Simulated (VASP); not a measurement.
A run of VASP 6.6.1:

File INCAR:

```
SYSTEM = TePt
PREC     = Accurate       ! precision mode
ENCUT    = 520            ! plane-wave cutoff, eV
EDIFF    = 1E-6           ! SCF threshold, eV
ISMEAR   = 0              ! smearing method
SIGMA    = 0.15           ! smearing width, eV
LREAL    = .False.        ! projectors in reciprocal space
LASPH    = .True.         ! aspherical terms in the spheres
NELM     = 150            ! most SCF steps
ALGO     = Normal         ! electronic algorithm
ISIF     = 2              ! what is computed and relaxed
LWAVE    = .False.        ! write WAVECAR
LCHARG   = .False.        ! write CHGCAR
ISPIN    = 2              ! spin polarisation
MAGMOM   = 0 0 0.062 0.062 ! initial moments
LORBIT   = 11             ! projections on sites
NUPDOWN  = 0.125          ! fixed moment
LMAXMIX  = 4              ! l up to which the mixer works
GGA      = CA             ! functional
NBANDS   = 28             ! bands
```

The input KPOINTS:

```
Automatic mesh
0
Gamma
  12 12 8
  0 0 0
```

Contents of POSCAR:

```
TePt
1.0
    4.2535368066      0.0000000000      0.0000000000
   -2.1267684033      3.6836709304      0.0000000000
    0.0000000000      0.0000000000      5.5764926886
Te Pt
2 2
Direct
    0.3333333333      0.6666666667      0.2500000000
    0.6666666667      0.3333333333      0.7500000000
    0.0000000000      0.0000000000      0.0000000000
    0.0000000000      0.0000000000      0.5000000000
```

Potentials or basis: VASP PAW LDA potentials, release 64 (Te, Pt).

Run with:

```console
$ cat potpaw_LDA.64/Te/POTCAR potpaw_LDA.64/Pt/POTCAR > POTCAR
$ mpirun -np 1 vasp_std > vasp.out
```

Hardware: 1 thread of AMD EPYC 7R13 Processor (Zen 3), with other jobs on the host.

Estimate the wall time of this run.

Run time: 3.4 min on 1 thread of AMD EPYC 7R13 Processor (Zen 3) (shared host), peak memory 0.4 GiB. Counts: scf iterations 13, k points 95.
